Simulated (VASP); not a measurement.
The system is NaI.

```
CELL_PARAMETERS angstrom
0.00000 3.54319 3.54319
3.59634 0.00000 3.54319
3.59634 3.54319 0.00000
ATOMIC_POSITIONS crystal
Na 0.00000 0.00000 0.00000
I 0.25000 0.25000 0.25000
```

This cell differs from its parent crystal: uniaxial x strain +1.5%.

Base run:

- Program: VASP 6.6.1
- Functional: HSE06
- Potentials or basis: VASP PAW PBE potentials, release 64 (Na_pv, I)
- Cutoff: 520 eV
- k mesh: 4 × 4 × 4
- Occupations: gaussian, width 0.01 eV
- Spin: no spin polarisation

Its results: band gap on the k mesh 4.77 eV; pressure 0.0 GPa.

**Question.** The run is repeated on the same cell with these changes: functional from HSE06 to PBE. What comes out?

**Answer.** Band gap on the k mesh 3.79 eV; pressure 0.2 GPa.

Caveats: spin-orbit coupling is left out, which moves the levels of the heavy elements; the PAW data sets were made with another functional, which shifts forces and pressure a little (at least some runs).

